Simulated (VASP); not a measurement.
# LiCl (Pmc2_1) in VASP: single point with PBE

Aim: the single point of LiCl with PBE.

Everything below comes from runs of VASP 6.6.1. Logs are shortened: lines on timing, memory, paths and dates and some standing lists are left out, and cuts for length are marked.

## Step 1: The cell of the first run

It takes space group Pmc2_1 (No. 26, orthorhombic). The conventional cell has a = 3.660 Å, b = 10.613 Å, c = 6.469 Å, α = 90.00°, β = 90.00°, γ = 90.00°. Within 3.1 Å of Li (site symmetry m) lie 4 Cl at 2.32 to 2.46 Å. Li (site symmetry m) has 4 Cl at 2.30 to 2.46 Å within 3.0 Å. Li (site symmetry m) has 5 Cl at 2.51 to 2.66 Å and 2 Li at 3.36 Å within 3.4 Å. Within 3.0 Å of Cl (site symmetry m) lie 4 Li at 2.30 to 2.51 Å. Cl (site symmetry m) has 4 Li at 2.32 to 2.51 Å within 3.1 Å. Within 3.2 Å of Cl (site symmetry m) lie 5 Li at 2.46 to 2.66 Å.

## Step 2: Single point, PBE

File INCAR:

```
SYSTEM = LiCl
  ALGO = Normal
  EDIFF = 1E-7
  ENCUT = 520
  GGA = PE
  ISIF = 2
  ISMEAR = 0
  LASPH = .TRUE.
  LCHARG = .FALSE.
  LREAL = .FALSE.
  LWAVE = .FALSE.
  NBANDS = 42
  NELM = 80
  PREC = Accurate
  SIGMA = 0.02
```

File KPOINTS:

```
k-points
0
G
  6 2 4
  0 0 0
```

File POSCAR:

```
LiCl
1.0
    3.6598793212      0.0000000000      0.0000000000
    0.0000000000     10.6128281622      0.0000000000
    0.0000000000      0.0000000000      6.4691362265
Li Cl
6 6
Direct
    0.0000000000      0.8947840123      0.0823621494
    0.0000000000      0.6064807777      0.9109500082
    0.5000000000      0.7545392842      0.5498202539
    0.0000000000      0.1052159877      0.5823621494
    0.0000000000      0.3935192223      0.4109500082
    0.5000000000      0.2454607158      0.0498202539
    0.0000000000      0.5924857573      0.5521978542
    0.0000000000      0.9031014432      0.4448073999
    0.5000000000      0.7586067408      0.9608428534
    0.0000000000      0.4075142427      0.0521978542
    0.0000000000      0.0968985568      0.9448073999
    0.5000000000      0.2413932592      0.4608428534
```

Potentials or basis: VASP PAW PBE potentials, release 64 (Li_sv, Cl).

Command:

```
cat potpaw_PBE.64/Li_sv/POTCAR potpaw_PBE.64/Cl/POTCAR > POTCAR
mpirun -np 1 vasp_std > vasp.out
```

OUTCAR:

```text
SYSTEM = LiCl
   EDIFF = 1E-7
   ENCUT = 520
   GGA = PE
   ISIF = 2
   ISMEAR = 0
   LASPH = .TRUE.
   LREAL = .FALSE.
   NELM = 80
   PREC = Accurate

 ion  position               nearest neighbor table
   1  0.000  0.895  0.082-  11 2.32   8 2.35   9 2.46   9 2.46
   2  0.000  0.606  0.911-  10 2.30   7 2.33   9 2.46   9 2.46
   3  0.500  0.755  0.550-   8 2.51   8 2.51   7 2.51   7 2.51
   4  0.000  0.105  0.582-   8 2.32  11 2.35  12 2.46  12 2.46
   5  0.000  0.394  0.411-   7 2.30  10 2.33  12 2.46  12 2.46
   6  0.500  0.245  0.050-  11 2.51  11 2.51  10 2.51  10 2.51
   7  0.000  0.592  0.552-   5 2.30   2 2.33   3 2.51   3 2.51
   8  0.000  0.903  0.445-   4 2.32   1 2.35   3 2.51   3 2.51
   9  0.500  0.759  0.961-   1 2.46   1 2.46   2 2.46   2 2.46
  10  0.000  0.408  0.052-   2 2.30   5 2.33   6 2.51   6 2.51
  11  0.000  0.097  0.945-   1 2.32   4 2.35   6 2.51   6 2.51
  12  0.500  0.241  0.461-   4 2.46   4 2.46   5 2.46   5 2.46

  LATTYP: Found a simple orthorhombic cell.
 ALAT       =     3.6598793212
 B/A-ratio  =     1.7675818405
 C/A-ratio  =     2.8997754381

  Lattice vectors:

 A1 = (  -3.6598793212,   0.0000000000,   0.0000000000)
 A2 = (   0.0000000000,   0.0000000000,   6.4691362265)
 A3 = (   0.0000000000,  10.6128281622,   0.0000000000)

Analysis of symmetry for initial positions (statically):
=====================================================================
 Subroutine PRICEL returns:
 Original cell was already a primitive cell.

 Routine SETGRP: Setting up the symmetry group for a
 simple orthorhombic supercell.

 Subroutine GETGRP returns: Found  4 space group operations
 (whereof  2 operations were pure point group operations)
 out of a pool of  8 trial point group operations.

The static configuration has the point symmetry C_1h.
 The point group associated with its full space group is C_2v.

Analysis of symmetry for dynamics (positions and initial velocities):
=====================================================================
 Subroutine PRICEL returns:
 Original cell was already a primitive cell.

 Routine SETGRP: Setting up the symmetry group for a
 simple orthorhombic supercell.

 Subroutine GETGRP returns: Found  4 space group operations
 (whereof  2 operations were pure point group operations)
 out of a pool of  8 trial point group operations.

The dynamic configuration has the point symmetry C_1h.
 The point group associated with its full space group is C_2v.

 Subroutine INISYM returns: Found  4 space group operations
 (whereof  2 operations are pure point group operations),
 and found     1 'primitive' translations

----------------------------------------------------------------------------------------

                                     Primitive cell

  volume of cell :     251.2721

  direct lattice vectors                    reciprocal lattice vectors
     3.659879321  0.000000000  0.000000000     0.273233053  0.000000000  0.000000000
     0.000000000 10.612828162  0.000000000     0.000000000  0.094225590  0.000000000
     0.000000000  0.000000000  6.469136226     0.000000000  0.000000000  0.154580143

  length of vectors
     3.659879321 10.612828162  6.469136226     0.273233053  0.094225590  0.154580143

  position of ions in fractional coordinates (direct lattice)
     0.000000000  0.894784012  0.082362149
     0.000000000  0.606480778  0.910950008
     0.500000000  0.754539284  0.549820254
     0.000000000  0.105215988  0.582362149
     0.000000000  0.393519222  0.410950008
     0.500000000  0.245460716  0.049820254
     0.000000000  0.592485757  0.552197854
     0.000000000  0.903101443  0.444807400
     0.500000000  0.758606741  0.960842853
     0.000000000  0.407514243  0.052197854
     0.000000000  0.096898557  0.944807400
     0.500000000  0.241393259  0.460842853

  ion indices of the primitive-cell ions
   primitive index   ion index
                 1           1
                 2           2
                 3           3
                 4           4
                 5           5
                 6           6
                 7           7
                 8           8
                 9           9
                10          10
                11          11
                12          12

----------------------------------------------------------------------------------------

 KPOINTS: k-points

Automatic generation of k-mesh.
 Grid dimensions read from file:
 generate k-points for:    6    2    4

 Generating k-lattice:

  Cartesian coordinates                     Fractional coordinates (reciprocal lattice)
     0.045538842  0.000000000  0.000000000     0.166666667  0.000000000  0.000000000
     0.000000000  0.047112795  0.000000000     0.000000000  0.500000000  0.000000000
     0.000000000  0.000000000  0.038645036     0.000000000  0.000000000  0.250000000

  Length of vectors
     0.045538842  0.047112795  0.038645036

  Shift w.r.t. Gamma in fractional coordinates (k-lattice)
     0.000000000  0.000000000  0.000000000

 Subroutine IBZKPT returns following result:
 ===========================================

 Found     24 irreducible k-points:

 Following reciprocal coordinates:
            Coordinates               Weight
  0.000000  0.000000  0.000000      1.000000
  0.166667  0.000000  0.000000      2.000000
  0.333333  0.000000  0.000000      2.000000
  0.500000  0.000000  0.000000      1.000000
  0.000000  0.500000  0.000000      1.000000
  0.166667  0.500000  0.000000      2.000000
[... 16 lines left out ...]
  0.333333  0.500000  0.500000      2.000000
  0.500000  0.500000  0.500000      1.000000
   k-points           NKPTS =     24   k-points in BZ     NKDIM =     24   number of bands    NBANDS=     42
   number of dos      NEDOS =    301   number of ions     NIONS =     12
   total plane-waves  NPLWV = 107520
   dimension x,y,z NGX =    28 NGY =   80 NGZ =   48
   dimension x,y,z NGXF=    56 NGYF=  160 NGZF=   96
   ions per type =               6   6
   NGX,Y,Z   is equivalent  to a cutoff of  12.72, 12.53, 12.34 a.u.
   NGXF,Y,Z  is equivalent  to a cutoff of  25.44, 25.06, 24.67 a.u.
 SYSTEM =  LiCl
   PREC   = accura    normal or accurate (medium, high low for compatibility)
   ISTART =      0    job   : 0-new  1-cont  2-samecut
   ICHARG =      2    charge: 1-file 2-atom 10-const
   ISPIN  =      1    spin polarized calculation?
   LNONCOLLINEAR =      F non collinear calculations
   LSORBIT =      F    spin-orbit coupling
   LASPH  =      T    aspherical Exc in radial PAW
   ENCUT  =  520.0 eV  38.22 Ry    6.18 a.u.   6.80 19.73 12.03*2*pi/ulx,y,z
   NELM   =     80;   NELMIN=  2; NELMDL= -5     # of ELM steps
   EDIFF  = 0.1E-06   stopping-criterion for ELM
   LREAL  =      F    real-space projection
   EDIFFG = 0.1E-05   stopping-criterion for IOM
   NSW    =      0    number of steps for IOM
   IBRION =     -1    ionic relax: 0-MD 1-quasi-New 2-CG
   NFREE  =      0    steps in history (QN), initial steepest desc. (CG)
   ISIF   =      2    stress and relaxation
   ISYM   =      2    0-nonsym 1-usesym 2-fastsym
   POTIM  = 0.5000    time-step for ionic-motion
   TEBEG  =    0.0;   TEEND  =   0.0 temperature during run
   PSTRESS=    0.0 pullay stress
   NELECT =      60.0000    total number of electrons
   NUPDOWN=      -1.0000    fix difference up-down
   EMIN   =  10.00;   EMAX   =-10.00  energy-range for DOS
   EFERMI =   0.00;   METHOD = LEGACY
   ISMEAR =     0;   SIGMA  =   0.02  broadening in eV -4-tet -1-fermi 0-gaus
   EFERMI_NEDOS =   21; number of points for ismear=-14 and -15
   IALGO  =     38    algorithm
   IMIX   =      4    mixing-type and parameters
     AMIX     =   0.40;   BMIX     =  1.00
     AMIX_MAG =   1.60;   BMIX_MAG =  1.00
  volume/ion in A,a.u.               =      20.94       141.31
  Fermi-wavevector in a.u.,A,eV,Ry     =   1.015649  1.919299 14.035006  1.031544
  Thomas-Fermi vector in A             =   2.148948
   LORBIT       =      0    0 simple, 1 ext, 2 COOP (PROOUT), +10 PAW based schemes
   GGA     = PE    functional components
   LHFCALC =     F    Hartree Fock is set to
   AEXX    =    0.0000 exact exchange contribution
   IVDW    =     0    specifies the selected vdW correction
   LEPSILON=     F    determine dielectric tensor
   LRPA    =     F    only Hartree local field effects (RPA)
 non-spin polarized calculation
 Gauss-broadening in eV      SIGMA  =   0.02
  energy-cutoff  :      520.00
  volume of cell :      251.27
 maximum number of plane-waves:      6800
 NGX is ok and might be reduce to    28
   NGX = 13   NGY = 39   NGZ = 25

 number of electron      59.9999963 magnetization

 Free energy of the ion-electron system (eV)
  ---------------------------------------------------
  ext. energy  EPLUGINS =         0.00000000
  ---------------------------------------------------
  free energy    TOTEN  =       -44.04205785 eV

  energy without entropy =      -44.04205785  energy(sigma->0) =      -44.04205785

 E-fermi :  -0.5665     XC(G=0):  -7.6216

 val. band max:       -0.7607737475   @ k =   0.0000   0.0000   0.0000
 cond. band min:       4.6663020161   @ k =   0.0000   0.0000   0.0000
 fundamental gap:      5.4270757636
 Fermi energy:        -0.5665053050

 k-point     1 :       0.0000    0.0000    0.0000
  band No.  band energies     occupation
      1     -44.4052      2.00000
      2     -44.4052      2.00000
      3     -44.3261      2.00000
      4     -44.3257      2.00000
      5     -44.3010      2.00000
      6     -44.3006      2.00000
[... 34 lines left out ...]
     41       8.7710      0.00000
     42       8.8661      0.00000
[... 994 lines left out ...]
      2     -44.4044      2.00000
      3     -44.3252      2.00000
      4     -44.3252      2.00000
      5     -44.3001      2.00000
      6     -44.3001      2.00000
[... 34 lines left out ...]
     41       8.6818      0.00000
     42       8.6830      0.00000

------------------------ aborting loop because EDIFF is reached ----------------------------------------

  FORCE on cell =-STRESS in cart. coord.  units (eV):
  Direction    XX          YY          ZZ          XY          YZ          ZX
  --------------------------------------------------------------------------------------
  -------------------------------------------------------------------------------------
  Total       -0.1261681     -0.0898290     -0.1199080      0.0000000      0.0000000      0.0000000
  in kB       -0.8044812     -0.5727737     -0.7645650      0.0000000      0.0000000      0.0000000
  external PRESSURE =      -0.7139400 kB  Pullay stress =       0.0000000 kB

 VOLUME and BASIS-vectors are now :
 -----------------------------------------------------------------------------
  energy-cutoff  :      520.00
  volume of cell :      251.27
      direct lattice vectors                 reciprocal lattice vectors
     3.659879321  0.000000000  0.000000000     0.273233053  0.000000000  0.000000000
     0.000000000 10.612828162  0.000000000     0.000000000  0.094225590  0.000000000
     0.000000000  0.000000000  6.469136226     0.000000000  0.000000000  0.154580143

 POSITION                                       TOTAL-FORCE (eV/Angst)
 -----------------------------------------------------------------------------------
      0.00000      9.49619      0.53281         0.000000     -0.002956     -0.000473
      0.00000      6.43648      5.89306         0.000000      0.001916      0.002526
      1.82994      8.00780      3.55686         0.000000     -0.000187      0.002962
      0.00000      1.11664      3.76738         0.000000      0.002956     -0.000473
      0.00000      4.17635      2.65849         0.000000     -0.001916      0.002526
      1.82994      2.60503      0.32229         0.000000      0.000187      0.002962
      0.00000      6.28795      3.57224         0.000000      0.001882     -0.005535
      0.00000      9.58446      2.87752         0.000000     -0.006404     -0.001367
      1.82994      8.05096      6.21582         0.000000      0.000828      0.001888
      0.00000      4.32488      0.33768         0.000000     -0.001882     -0.005535
      0.00000      1.02837      6.11209         0.000000      0.006404     -0.001367
      1.82994      2.56187      2.98126         0.000000     -0.000828      0.001888
 -----------------------------------------------------------------------------------
    total drift:                                0.000000      0.000000     -0.000295

  FREE ENERGIE OF THE ION-ELECTRON SYSTEM (eV)
  ---------------------------------------------------
  free  energy   TOTEN  =       -44.0420578528 eV

  energy  without entropy=      -44.0420578528  energy(sigma->0) =      -44.04205785
```

Run time: 7.3 min. Hardware: 1 thread of Intel Xeon 8259CL, shared host; peak memory 0.4 GiB.

What came out:

```yaml
Free_energy: -44.0421 eV
Largest_force: 0.007 eV/Å
Band_gap_on_the_k_mesh: 5.43 eV
```

Forces on the atoms (eV/Å):
```
Li   0.000 -0.003  0.000
Li   0.000  0.002  0.003
Li   0.000  0.000  0.003
Li   0.000  0.003  0.000
Li   0.000 -0.002  0.003
Li   0.000  0.000  0.003
Cl   0.000  0.002 -0.006
Cl   0.000 -0.006 -0.001
Cl   0.000  0.001  0.002
Cl   0.000 -0.002 -0.006
Cl   0.000  0.006 -0.001
Cl   0.000 -0.001  0.002
```

Caveat: the cutoff is under 1.25 times the usual one of these potentials, so pressure, stress and relaxed cells hold a basis-set (Pulay) error.
